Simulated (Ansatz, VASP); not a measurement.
## One calculation of MgCd5O6, two programs

```
Mg Cd O
1.0
     3.30350    0.00000    0.00000
    -1.65175    2.86091    0.00000
     0.00000    0.00000   16.39605
Mg Cd O
1 5 6
Direct
  0.00000 0.00000 0.50000
  0.66667 0.33333 0.65730
  0.33333 0.66667 0.34270
  0.66667 0.33333 0.17138
  0.00000 0.00000 0.00000
  0.33333 0.66667 0.82862
  0.33333 0.66667 0.56916
  0.66667 0.33333 0.43084
  0.00000 0.00000 0.25708
  0.33333 0.66667 0.08566
  0.66667 0.33333 0.91434
  0.00000 0.00000 0.74292
```

Alike in both runs: functional PBE; k mesh 6 × 6 × 1; occupations gaussian, width 0.1 eV; no spin polarisation.

Ansatz relaxed the structure, and its values are those at the end. VASP's run is a single point on that final structure, the one shown.

|  | VASP | Ansatz |
| --- | --- | --- |
| version | VASP 6.6.1 | Ansatz 0.2.0 |
| potentials or method | VASP PAW PBE potentials, release 64 (Mg_sv, Cd_sv_GW, O), cutoff 750 eV | scalar-relativistic, plane waves, PAW |
| valence electrons in the cell | 146 | 146 |

```csv
,VASP,Ansatz,Ansatz less VASP
gap on the k mesh at the Fermi level (eV),none,none,-
pressure (GPa),-0.3,0.0,+0.29
```

A gap of «none» marks a metal or a gap that the smearing closes. With one functional, cell and mesh, what is left measures potentials, basis and numerics.

The k mesh is coarse, so the values compare programs but aren't converged.
